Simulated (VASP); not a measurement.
Set up this calculation in VASP 6.6.1, as the native input.

- Task: single point
- Functional: r2SCAN
- Potentials or basis: VASP PAW PBE potentials, release 64 (Zr_sv, Si)
- Cutoff: 520 eV
- k mesh: 2 × 2 × 2, shifted
- Occupations: gaussian, width 0.1 eV
- Spin: no spin polarisation
- Dipole correction: no
- Further INCAR settings: LREAL = Auto; ALGO = Normal; EDIFF = 1e-06; NBANDS = 93; ISYM = 0

Crystal: Zr4Si7.

```
Zr Si
1.0
     7.44322   -0.02241    0.00244
     1.88339   -7.31084   -0.01082
     3.71918   -0.02248   -7.33372
Zr Si
8 14
Direct
  0.11381 0.79531 0.87564
  0.37032 0.78908 0.38099
  0.61712 0.78846 0.87084
  0.86260 0.79157 0.37531
  0.63810 0.20347 0.62392
  0.88929 0.20724 0.12422
  0.13475 0.21038 0.62868
  0.38165 0.20968 0.11853
  0.28711 0.10060 0.87632
  0.53236 0.11126 0.37033
  0.78368 0.10534 0.87705
  0.04084 0.11147 0.37433
  0.46473 0.89821 0.62320
  0.71110 0.88732 0.12521
  0.96825 0.89338 0.62246
  0.21956 0.88755 0.12921
  0.44092 0.49840 0.86527
  0.69630 0.49865 0.37541
  0.94694 0.50295 0.87310
  0.31087 0.50040 0.63437
  0.80484 0.49587 0.62651
  0.05555 0.50010 0.12419
```

One way to write it, as run:

POSCAR

```
Zr4Si7
1.0
    7.4432223669     -0.0224102929      0.0024431105
    1.8833851186     -7.3108398300     -0.0108162605
    3.7191827751     -0.0224782883     -7.3337163851
Zr Si
8 14
Direct
    0.1138094077      0.7953076333      0.8756356368
    0.3703199595      0.7890763064      0.3809917165
    0.6171233618      0.7884626871      0.8708395252
    0.8626024258      0.7915737742      0.3753068900
    0.6381015423      0.2034716745      0.6239189718
    0.8892940162      0.2072391643      0.1242157096
    0.1347465002      0.2103805524      0.6286831389
    0.3816482476      0.2096802343      0.1185293522
    0.2871068091      0.1006016626      0.8763187468
    0.5323619098      0.1112617146      0.3703281067
    0.7836849822      0.1053356086      0.8770456813
    0.0408403382      0.1114733483      0.3743293806
    0.4647330690      0.8982088166      0.6231982865
    0.7110985291      0.8873215513      0.1252094432
    0.9682529903      0.8933821644      0.6224620891
    0.2195627926      0.8875469547      0.1292108733
    0.4409201339      0.4984048991      0.8652666501
    0.6962974604      0.4986508121      0.3754076897
    0.9469383175      0.5029476390      0.8731041250
    0.3108749268      0.5003979307      0.6343658723
    0.8048432876      0.4958654330      0.6265118938
    0.0555540695      0.5000967886      0.1241926274
```

INCAR.step1

```
SYSTEM = Zr4Si7
ALGO = Normal ; EDIFF = 1E-4
ENCUT = 520 ; GGA = PE
ISMEAR = 0 ; ISYM = 0
LASPH = .TRUE. ; LCHARG = .FALSE.
LREAL = Auto ; LWAVE = .TRUE.
NBANDS = 93 ; NELM = 80
PREC = Accurate ; SIGMA = 0.1
```

INCAR.step2

```
SYSTEM = Zr4Si7
ALGO = Normal ; EDIFF = 1E-6
ENCUT = 520 ; ISIF = 2
ISMEAR = 0 ; ISTART = 1
ISYM = 0 ; LASPH = .TRUE.
LCHARG = .TRUE. ; LELF = .TRUE.
LMIXTAU = .TRUE. ; LREAL = Auto
LVHAR = .TRUE. ; LWAVE = .FALSE.
METAGGA = R2SCAN ; NBANDS = 93
NELM = 80 ; PREC = Accurate
SIGMA = 0.1
```

KPOINTS

```
Automatic mesh
0
Gamma
  2 2 2
  0.5 0.5 0.5
```

Potentials or basis: VASP PAW PBE potentials, release 64 (Zr_sv, Si).

The run is started by

```bash
$ cat potpaw_PBE.64/Zr_sv/POTCAR potpaw_PBE.64/Si/POTCAR > POTCAR
$ cp INCAR.step1 INCAR
$ mpirun -np 1 vasp_std > vasp.out
$ cp INCAR.step2 INCAR
$ mpirun -np 1 vasp_std > vasp.out
```

It gave:

```json
{
  "Pressure": "0.0 GPa",
  "Largest force": "0.017 eV/Å",
  "Band gap on the k mesh": "zero (bands 76 and 77 overlap by 0.22 eV)"
}
```

Caveat: the k points lie up to 0.49 Å⁻¹ apart; the PAW data sets were made with another functional, which shifts forces and pressure a little.

It took 11 min on 1 thread of Intel(R) Xeon(R) Platinum 8488C (Sapphire Rapids), on a shared host, peak memory 0.55 GiB.
